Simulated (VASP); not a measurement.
# BiTe3 (Pm-3m) in VASP: notebook

BiTe3 is run at these levels: PBEsol, LDA, PBE; tasks: single point.

Program: VASP 6.6.1. These are calculated values, not measurements. Logs are shortened: lines on timing, memory, paths and dates and some standing lists are left out, and cuts for length are marked.

## (1) The cell of the first run

The structure is cubic, space group Pm-3m (No. 221). The conventional cell has a = 6.041 Å, b = 6.041 Å, c = 6.041 Å, α = 90.00°, β = 90.00°, γ = 90.00°. Bi (site symmetry m-3m) has 6 Te at 3.02 Å within 4.0 Å. Te (site symmetry 4/mmm) has 2 Bi at 3.02 Å within 4.0 Å.

## (2) Single point, PBEsol

Input file INCAR:

```
PREC = Accurate ; ENCUT = 520
EDIFF = 1E-6 ; ISMEAR = 0
SIGMA = 0.05 ; LREAL = False
LASPH = True ; NELM = 100
ALGO = Normal ; ISIF = 2
LWAVE = False ; LCHARG = False
GGA = PS ; NBANDS = 24
```

Input file KPOINTS:

```
Automatic mesh
0
Gamma
  6 6 6
```

Input file POSCAR:

```
BiTe3
1.0
    6.0412745303      0.0000000000      0.0000000000
    0.0000000000      6.0412745303      0.0000000000
    0.0000000000      0.0000000000      6.0412745303
Bi Te
1 3
Direct
    0.0000000000      0.0000000000      0.0000000000
    0.5000000000      0.0000000000      0.0000000000
    0.0000000000      0.0000000000      0.5000000000
    0.0000000000      0.5000000000      0.0000000000
```

Potentials or basis: VASP PAW PBE potentials, release 64 (Bi_d, Te).

Started as:

```sh
$ cat potpaw_PBE.64/Bi_d/POTCAR potpaw_PBE.64/Te/POTCAR > POTCAR
$ mpirun -np 1 vasp_std > vasp.out
```

OUTCAR:

```text
PREC = Accurate
   ENCUT = 520
   EDIFF = 1E-6
   ISMEAR = 0
   LREAL = False
   LASPH = True
   NELM = 100
   ISIF = 2
   GGA = PS

 ion  position               nearest neighbor table
   1  0.000  0.000  0.000-   2 3.02   3 3.02   4 3.02   3 3.02   4 3.02   2 3.02
   2  0.500  0.000  0.000-   1 3.02   1 3.02
   3  0.000  0.000  0.500-   1 3.02   1 3.02
   4  0.000  0.500  0.000-   1 3.02   1 3.02

  LATTYP: Found a simple cubic cell.
 ALAT       =     6.0412745303

  Lattice vectors:

 A1 = (   6.0412745303,   0.0000000000,   0.0000000000)
 A2 = (   0.0000000000,   6.0412745303,   0.0000000000)
 A3 = (   0.0000000000,   0.0000000000,   6.0412745303)

Analysis of symmetry for initial positions (statically):
=====================================================================
 Subroutine PRICEL returns:
 Original cell was already a primitive cell.

 Routine SETGRP: Setting up the symmetry group for a
 simple cubic supercell.

 Subroutine GETGRP returns: Found 48 space group operations
 (whereof 48 operations were pure point group operations)
 out of a pool of 48 trial point group operations.

The static configuration has the point symmetry O_h .

Analysis of symmetry for dynamics (positions and initial velocities):
=====================================================================
 Subroutine PRICEL returns:
 Original cell was already a primitive cell.

 Routine SETGRP: Setting up the symmetry group for a
 simple cubic supercell.

 Subroutine GETGRP returns: Found 48 space group operations
 (whereof 48 operations were pure point group operations)
 out of a pool of 48 trial point group operations.

The dynamic configuration has the point symmetry O_h .

 Subroutine INISYM returns: Found 48 space group operations
 (whereof 48 operations are pure point group operations),
 and found     1 'primitive' translations

----------------------------------------------------------------------------------------

                                     Primitive cell

  volume of cell :     220.4884

  direct lattice vectors                    reciprocal lattice vectors
     6.041274530  0.000000000  0.000000000     0.165527985  0.000000000  0.000000000
     0.000000000  6.041274530  0.000000000     0.000000000  0.165527985  0.000000000
     0.000000000  0.000000000  6.041274530     0.000000000  0.000000000  0.165527985

  length of vectors
     6.041274530  6.041274530  6.041274530     0.165527985  0.165527985  0.165527985

  position of ions in fractional coordinates (direct lattice)
     0.000000000  0.000000000  0.000000000
     0.500000000  0.000000000  0.000000000
     0.000000000  0.000000000  0.500000000
     0.000000000  0.500000000  0.000000000

  ion indices of the primitive-cell ions
   primitive index   ion index
                 1           1
                 2           2
                 3           3
                 4           4

----------------------------------------------------------------------------------------

 KPOINTS: Automatic mesh

Automatic generation of k-mesh.
 Grid dimensions read from file:
 generate k-points for:    6    6    6

 Generating k-lattice:

  Cartesian coordinates                     Fractional coordinates (reciprocal lattice)
     0.027587998  0.000000000  0.000000000     0.166666667  0.000000000  0.000000000
     0.000000000  0.027587998  0.000000000     0.000000000  0.166666667  0.000000000
     0.000000000  0.000000000  0.027587998     0.000000000  0.000000000  0.166666667

  Length of vectors
     0.027587998  0.027587998  0.027587998

  Shift w.r.t. Gamma in fractional coordinates (k-lattice)
     0.000000000  0.000000000  0.000000000

 Subroutine IBZKPT returns following result:
 ===========================================

 Found     20 irreducible k-points:

 Following reciprocal coordinates:
            Coordinates               Weight
  0.000000  0.000000  0.000000      1.000000
  0.166667  0.000000  0.000000      6.000000
  0.333333  0.000000  0.000000      6.000000
  0.500000  0.000000  0.000000      3.000000
  0.166667  0.166667  0.000000     12.000000
  0.333333  0.166667  0.000000     24.000000
[... 12 lines left out ...]
  0.500000  0.500000  0.333333      6.000000
  0.500000  0.500000  0.500000      1.000000
   k-points           NKPTS =     20   k-points in BZ     NKDIM =     20   number of bands    NBANDS=     24
   number of dos      NEDOS =    301   number of ions     NIONS =      4
   total plane-waves  NPLWV = 110592
   dimension x,y,z NGX =    48 NGY =   48 NGZ =   48
   dimension x,y,z NGXF=    96 NGYF=   96 NGZF=   96
   ions per type =               1   3
   NGX,Y,Z   is equivalent  to a cutoff of  13.21, 13.21, 13.21 a.u.
   NGXF,Y,Z  is equivalent  to a cutoff of  26.42, 26.42, 26.42 a.u.
 SYSTEM =  unknown system
   PREC   = accura    normal or accurate (medium, high low for compatibility)
   ISTART =      0    job   : 0-new  1-cont  2-samecut
   ICHARG =      2    charge: 1-file 2-atom 10-const
   ISPIN  =      1    spin polarized calculation?
   LNONCOLLINEAR =      F non collinear calculations
   LSORBIT =      F    spin-orbit coupling
   LASPH  =      T    aspherical Exc in radial PAW
   ENCUT  =  520.0 eV  38.22 Ry    6.18 a.u.  11.23 11.23 11.23*2*pi/ulx,y,z
   NELM   =    100;   NELMIN=  2; NELMDL= -5     # of ELM steps
   EDIFF  = 0.1E-05   stopping-criterion for ELM
   LREAL  =      F    real-space projection
   EDIFFG = 0.1E-04   stopping-criterion for IOM
   NSW    =      0    number of steps for IOM
   IBRION =     -1    ionic relax: 0-MD 1-quasi-New 2-CG
   NFREE  =      0    steps in history (QN), initial steepest desc. (CG)
   ISIF   =      2    stress and relaxation
   ISYM   =      2    0-nonsym 1-usesym 2-fastsym
   POTIM  = 0.5000    time-step for ionic-motion
   TEBEG  =    0.0;   TEEND  =   0.0 temperature during run
   PSTRESS=    0.0 pullay stress
   NELECT =      33.0000    total number of electrons
   NUPDOWN=      -1.0000    fix difference up-down
   EMIN   =  10.00;   EMAX   =-10.00  energy-range for DOS
   EFERMI =   0.00;   METHOD = LEGACY
   ISMEAR =     0;   SIGMA  =   0.05  broadening in eV -4-tet -1-fermi 0-gaus
   EFERMI_NEDOS =   21; number of points for ismear=-14 and -15
   IALGO  =     38    algorithm
   IMIX   =      4    mixing-type and parameters
     AMIX     =   0.40;   BMIX     =  1.00
     AMIX_MAG =   1.60;   BMIX_MAG =  1.00
  volume/ion in A,a.u.               =      55.12       371.98
  Fermi-wavevector in a.u.,A,eV,Ry     =   0.869196  1.642542 10.279218  0.755501
  Thomas-Fermi vector in A             =   1.987983
   LORBIT       =      0    0 simple, 1 ext, 2 COOP (PROOUT), +10 PAW based schemes
   GGA     = PS    functional components
   LHFCALC =     F    Hartree Fock is set to
   AEXX    =    0.0000 exact exchange contribution
   IVDW    =     0    specifies the selected vdW correction
   LEPSILON=     F    determine dielectric tensor
   LRPA    =     F    only Hartree local field effects (RPA)
 non-spin polarized calculation
 Gauss-broadening in eV      SIGMA  =   0.05
  energy-cutoff  :      520.00
  volume of cell :      220.49
 maximum number of plane-waves:      6031
 NGX is ok and might be reduce to    48
   NGX = 23   NGY = 23   NGZ = 23

 number of electron      33.0000014 magnetization

 Free energy of the ion-electron system (eV)
  ---------------------------------------------------
  ext. energy  EPLUGINS =         0.00000000
  ---------------------------------------------------
  free energy    TOTEN  =       -11.80173865 eV

  energy without entropy =      -11.78205186  energy(sigma->0) =      -11.79189525

 E-fermi :   0.8700     XC(G=0):  -6.9293

 val. band max:        0.8639763559   @ k =   0.5000   0.3333   0.3333
 cond. band min:       0.8892237801   @ k =   0.3333   0.1667   0.1667
 fundamental gap:      0.0252474242
 Fermi energy:         0.8700366159

 k-point     1 :       0.0000    0.0000    0.0000
  band No.  band energies     occupation
      1     -21.8748      2.00000
      2     -21.8748      2.00000
      3     -21.8307      2.00000
      4     -21.8307      2.00000
      5     -21.8307      2.00000
      6     -11.4239      2.00000
[... 16 lines left out ...]
     23       6.8909      0.00000
     24       6.9176      0.00000

 k-point     2 :       0.1667    0.0000    0.0000
  band No.  band energies     occupation
      1     -21.8748      2.00000
      2     -21.8746      2.00000
      3     -21.8308      2.00000
      4     -21.8308      2.00000
      5     -21.8307      2.00000
      6     -11.3669      2.00000
[... 16 lines left out ...]
     23       6.2556      0.00000
     24       6.9995      0.00000

 k-point     3 :       0.3333    0.0000    0.0000
  band No.  band energies     occupation
      1     -21.8748      2.00000
      2     -21.8742      2.00000
      3     -21.8310      2.00000
      4     -21.8310      2.00000
      5     -21.8307      2.00000
      6     -11.2350      2.00000
[... 16 lines left out ...]
     23       6.5488      0.00000
     24       7.1554      0.00000

 k-point     4 :       0.5000    0.0000    0.0000
  band No.  band energies     occupation
      1     -21.8748      2.00000
      2     -21.8740      2.00000
      3     -21.8311      2.00000
      4     -21.8311      2.00000
      5     -21.8307      2.00000
      6     -11.1562      2.00000
[... 16 lines left out ...]
     23       6.6277      0.00000
     24       7.2371      0.00000

 k-point     5 :       0.1667    0.1667    0.0000
  band No.  band energies     occupation
      1     -21.8747      2.00000
      2     -21.8745      2.00000
      3     -21.8309      2.00000
      4     -21.8308      2.00000
      5     -21.8308      2.00000
      6     -11.3081      2.00000
[... 16 lines left out ...]
     23       6.4723      0.00000
     24       6.7524      0.00000

 k-point     6 :       0.3333    0.1667    0.0000
  band No.  band energies     occupation
      1     -21.8747      2.00000
      2     -21.8742      2.00000
      3     -21.8311      2.00000
      4     -21.8310      2.00000
      5     -21.8308      2.00000
      6     -11.1707      2.00000
[... 16 lines left out ...]
     23       6.8243      0.00000
     24       7.2026      0.00000
[... 271 lines left out ...]
 k-point    17 :       0.3333    0.3333    0.3333
  band No.  band energies     occupation
      1     -21.8739      2.00000
      2     -21.8739      2.00000
      3     -21.8313      2.00000
      4     -21.8313      2.00000
      5     -21.8312      2.00000
      6     -10.7573      2.00000
[... 16 lines left out ...]
     23       7.1124      0.00000
     24       7.6377      0.00000

 k-point    18 :       0.5000    0.3333    0.3333
  band No.  band energies     occupation
      1     -21.8739      2.00000
      2     -21.8738      2.00000
      3     -21.8313      2.00000
      4     -21.8313      2.00000
      5     -21.8313      2.00000
      6     -10.6336      2.00000
[... 16 lines left out ...]
     23       7.4576      0.00000
     24       7.6576      0.00000

 k-point    19 :       0.5000    0.5000    0.3333
  band No.  band energies     occupation
      1     -21.8739      2.00000
      2     -21.8737      2.00000
      3     -21.8314      2.00000
      4     -21.8313      2.00000
      5     -21.8313      2.00000
      6     -10.4869      2.00000
[... 16 lines left out ...]
     23       7.8469      0.00000
     24       7.8469      0.00000

 k-point    20 :       0.5000    0.5000    0.5000
  band No.  band energies     occupation
      1     -21.8737      2.00000
      2     -21.8737      2.00000
      3     -21.8314      2.00000
      4     -21.8314      2.00000
      5     -21.8314      2.00000
      6     -10.2989      2.00000
[... 16 lines left out ...]
     23       8.0728      0.00000
     24       8.0728      0.00000

------------------------ aborting loop because EDIFF is reached ----------------------------------------

  FORCE on cell =-STRESS in cart. coord.  units (eV):
  Direction    XX          YY          ZZ          XY          YZ          ZX
  --------------------------------------------------------------------------------------
  -------------------------------------------------------------------------------------
  Total       -1.5962068     -1.5962068     -1.5962068      0.0000000      0.0000000     -0.0000000
  in kB      -11.5988260    -11.5988260    -11.5988260      0.0000000      0.0000000     -0.0000000
  external PRESSURE =     -11.5988260 kB  Pullay stress =       0.0000000 kB

 VOLUME and BASIS-vectors are now :
 -----------------------------------------------------------------------------
  energy-cutoff  :      520.00
  volume of cell :      220.49
      direct lattice vectors                 reciprocal lattice vectors
     6.041274530  0.000000000  0.000000000     0.165527985  0.000000000  0.000000000
     0.000000000  6.041274530  0.000000000     0.000000000  0.165527985  0.000000000
     0.000000000  0.000000000  6.041274530     0.000000000  0.000000000  0.165527985

 POSITION                                       TOTAL-FORCE (eV/Angst)
 -----------------------------------------------------------------------------------
      0.00000      0.00000      0.00000         0.000000      0.000000      0.000000
      3.02064      0.00000      0.00000         0.000000      0.000000      0.000000
      0.00000      0.00000      3.02064         0.000000      0.000000      0.000000
      0.00000      3.02064      0.00000         0.000000      0.000000      0.000000
 -----------------------------------------------------------------------------------
    total drift:                                0.000000     -0.000000      0.000000

  FREE ENERGIE OF THE ION-ELECTRON SYSTEM (eV)
  ---------------------------------------------------
  free  energy   TOTEN  =       -11.8017386544 eV

  energy  without entropy=      -11.7820518552  energy(sigma->0) =      -11.79189525
```

Run time: 99 s. Hardware: 1 thread of Intel Xeon 8259CL, shared host; peak memory 0.37 GiB.

What came out:

* Free energy: -11.8017 eV
* Pressure: -1.2 GPa
* Band gap on the k mesh: zero (an odd number of electrons rules out a gap without spin polarisation)

Caveat: the PAW data sets were made with another functional, which shifts forces and pressure a little; spin-orbit coupling is left out, which moves the levels of the heavy elements.

## (3) Single point, LDA

Input file INCAR:

```
SYSTEM = BiTe3
PREC = Accurate ; ENCUT = 520
EDIFF = 1E-7 ; ISMEAR = 0
SIGMA = 0.05 ; LREAL = .False.
LASPH = .True. ; NELM = 80
ALGO = Normal ; ISIF = 2
LWAVE = .False. ; LCHARG = .False.
GGA = CA ; NBANDS = 24
```

Input file KPOINTS:

```
regular mesh
0
Gamma
  6 6 6
  0 0 0
```

POSCAR is that of step 2.

Potentials or basis: VASP PAW LDA potentials, release 64 (Bi_d, Te).

Started as:

```sh
$ cat potpaw_LDA.64/Bi_d/POTCAR potpaw_LDA.64/Te/POTCAR > POTCAR
$ mpirun -np 1 vasp_std > vasp.out
```

Wall time 1.9 min (1 thread of Intel Xeon 8259CL, shared host); peak memory 0.31 GiB.

Results (log left out):

* Free energy: -12.6523 eV
* Pressure: -1.8 GPa
* Band gap on the k mesh: zero (an odd number of electrons rules out a gap without spin polarisation)

Levels at points of the mesh, in eV from the Fermi level:
```tsv
k point	band 14	band 15	band 16	band 17	band 18	band 19	band 20	band 21
(0.00, 0.00, 0.00)	-0.23	-0.23	-0.16	-0.16	-0.16	4.17	5.17	5.17
(0.50, 0.00, 0.00)	-0.67	-0.43	-0.18	-0.18	-0.14	1.44	5.39	5.39
(0.50, 0.50, 0.00)	-0.64	-0.64	-0.52	0.25	0.64	1.12	1.12	5.46
(0.50, 0.50, 0.50)	-0.50	0.48	0.48	0.48	0.64	0.65	0.65	0.65
```

Caveat: spin-orbit coupling is left out, which moves the levels of the heavy elements.

(Part 1 of 2 ends here.)

The gap in the log of VASP goes by the Fermi energy; the results here count the filled bands.